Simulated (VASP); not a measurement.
A run of VASP 6.6.1:

Contents of INCAR:

```
ALGO = Normal
EDIFF = 1E-6
ENCUT = 520
GGA = PS
ISIF = 2
ISMEAR = 0
LASPH = T
LCHARG = T
LELF = T
LREAL = F
LVHAR = T
LWAVE = F
NBANDS = 16
NELM = 100
PREC = Accurate
SIGMA = 0.01
```

The input KPOINTS:

```
k-points
0
Gamma
  6 6 6
```

File POSCAR:

```
ZnSe
1.0
    0.0000000000      2.8147806350      2.8147806350
    2.8147806350      0.0000000000      2.8147806350
    2.8147806350      2.8147806350      0.0000000000
Zn Se
1 1
Direct
    0.0000000000      0.0000000000      0.0000000000
    0.2500000000      0.2500000000      0.2500000000
```

Potentials or basis: VASP PAW PBE potentials, release 64 (Zn, Se).

Launch:

```sh
$ cat potpaw_PBE.64/Zn/POTCAR potpaw_PBE.64/Se/POTCAR > POTCAR
$ mpirun -np 1 vasp_std > vasp.out
```

Hardware: 1 thread of AMD EPYC 7571 (shared host).

Problem. Estimate the wall time of this run.

Solution. It took 22 s on 1 thread of AMD EPYC 7571, with other jobs on the host, peak memory 0.13 GiB. Counts: scf iterations 12, k points 16.
